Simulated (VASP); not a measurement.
Here is a VASP 6.6.1 calculation.

File INCAR:

```
SYSTEM = As
PREC = Accurate
ENCUT = 520
EDIFF = 1E-7
ISMEAR = -1
SIGMA = 0.08
LREAL = .False.
LASPH = .True.
NELM = 80
ALGO = Normal
ISIF = 2
LWAVE = .False.
LCHARG = .False.
GGA = PE
NBANDS = 8
```

KPOINTS

```
Automatic mesh
0
Gamma
  16 16 16
  0 0 0
```

File POSCAR:

```
As
1.0
    0.0000000000      2.1305165577      2.1305165577
    2.1305165577      0.0000000000      2.1305165577
    2.1305165577      2.1305165577      0.0000000000
As
1
Direct
    0.0000000000      0.0000000000      0.0000000000
```

Potentials or basis: VASP PAW PBE potentials, release 64 (As).

Command:

```console
$ cat potpaw_PBE.64/As/POTCAR > POTCAR
$ mpirun -np 1 vasp_std > vasp.out
```

**Question.** What does it give for the pressure?

**Answer.** 0.0 GPa.
